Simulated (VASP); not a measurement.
Sr2CuSO2: single point with PBE

The system is Sr2CuSO2.

```
CELL_PARAMETERS angstrom
3.87615 0.00000 0.00000
0.00000 3.87615 0.00000
0.00000 0.00000 6.83510
ATOMIC_POSITIONS crystal
Sr 0.00000 0.00000 0.75084
Sr 0.00000 0.00000 0.24916
Cu 0.50000 0.50000 0.00000
S 0.50000 0.50000 0.50000
O 0.50000 0.00000 0.00000
O 0.00000 0.50000 0.00000
```

```json
{
 "Program": "VASP 6.6.1",
 "Task": "single point",
 "Functional": "PBE",
 "Potentials or basis": "VASP PAW PBE potentials, release 64 (Sr_sv, Cu_sv_GW, S, O)",
 "Cutoff": "820 eV",
 "k mesh": "7 × 7 × 4",
 "Occupations": "fermi-dirac, width 0.05 eV",
 "Spin": "no spin polarisation",
 "Dipole correction": "no",
 "Further INCAR settings": "ALGO = Normal; EDIFF = 1e-06; NBANDS = 38"
}
```

The pressure is 1.8 GPa. The largest force is 0.058 eV/Å. The band gap on the k mesh is zero (an odd number of electrons rules out a gap without spin polarisation).

Forces on the atoms (eV/Å):
```
Sr   0.000  0.000 -0.058
Sr   0.000  0.000  0.058
Cu   0.000  0.000  0.000
S    0.000  0.000  0.000
O    0.000  0.000  0.000
O    0.000  0.000  0.000
```

Stress tensor (GPa, compression positive):
```
2.04 0.00 0.00
0.00 2.04 0.00
0.00 0.00 1.40
```

Levels at points of the mesh, in eV from the Fermi level:
```
           k point  band 26  band 27  band 28  band 29  band 30  band 31  band 32  band 33
(0.00, 0.00, 0.00)    -1.84    -1.21    -0.52    -0.52     2.01     3.26     3.28     5.92
(0.00, 0.00, 0.50)    -1.76    -1.38    -0.62    -0.62     3.70     4.03     4.13     4.56
```

Run time: 2.8 min on 1 thread of Intel(R) Xeon(R) Platinum 8488C (Sapphire Rapids), on a shared host, peak memory 0.45 GiB.

Caveat: an odd number of electrons without spin polarisation forces a metal; a magnetic or distorted state may lie lower; semilocal functionals often make such compounds metallic where correlation or magnetic order opens a gap, which also shifts bond lengths. With open d or f shells a metallic result of PBE can be an artefact of self-interaction; +U or a hybrid may open a gap.
